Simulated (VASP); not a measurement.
Wanted: the native input for a VASP 6.6.1 run.

```yaml
Task: single point
Functional: PBE
Potentials_or_basis: VASP PAW PBE potentials, release 64 (Cd, Se)
Cutoff: 520 eV
k_mesh: 12 × 12 × 6
Occupations: fermi-dirac, width 0.02 eV
Spin: no spin polarisation
Dipole_correction: no
Further_INCAR_settings: ALGO = Normal; EDIFF = 1e-07; NBANDS = 26
```

The structure of CdSe (Cadmoselite) lies in POSCAR:

```
CdSe
1.0
    4.3274710284      0.0000000000      0.0000000000
   -2.1637355142      3.7476998448      0.0000000000
    0.0000000000      0.0000000000      7.0564251940
Cd Se
2 2
Direct
    0.3333333333      0.6666666667      0.0004794859
    0.6666666667      0.3333333333      0.5004794859
    0.3333333333      0.6666666667      0.3763105141
    0.6666666667      0.3333333333      0.8763105141
```

This cell differs from its parent crystal: volume scaled by 1.02, then relaxed in part.

These files were run (other wordings do the same):

INCAR

```
SYSTEM = CdSe
PREC     = Accurate       ! precision mode
ENCUT    = 520            ! plane-wave cutoff, eV
EDIFF    = 1E-7           ! SCF threshold, eV
ISMEAR   = -1             ! smearing method
SIGMA    = 0.02           ! smearing width, eV
LREAL    = .False.        ! projectors in reciprocal space
LASPH    = .True.         ! aspherical terms in the spheres
NELM     = 100            ! most SCF steps
ALGO     = Normal         ! electronic algorithm
ISIF     = 2              ! what is computed and relaxed
LWAVE    = .False.        ! write WAVECAR
LCHARG   = .False.        ! write CHGCAR
GGA      = PE             ! functional
NBANDS   = 26             ! bands
```

KPOINTS

```
Automatic mesh
0
Gamma
  12 12 6
  0 0 0
```

Potentials or basis: VASP PAW PBE potentials, release 64 (Cd, Se).

Run with:

```bash
$ cat potpaw_PBE.64/Cd/POTCAR potpaw_PBE.64/Se/POTCAR > POTCAR
$ mpirun -np 1 vasp_std > vasp.out
```

It gave:

- Pressure: 2.2 GPa
- Band gap on the k mesh: 0.63 eV, direct

It took 2.2 min on 1 thread of AMD EPYC 9R45 96-Core Processor (Zen 5), with other jobs on the host, peak memory 0.32 GiB.
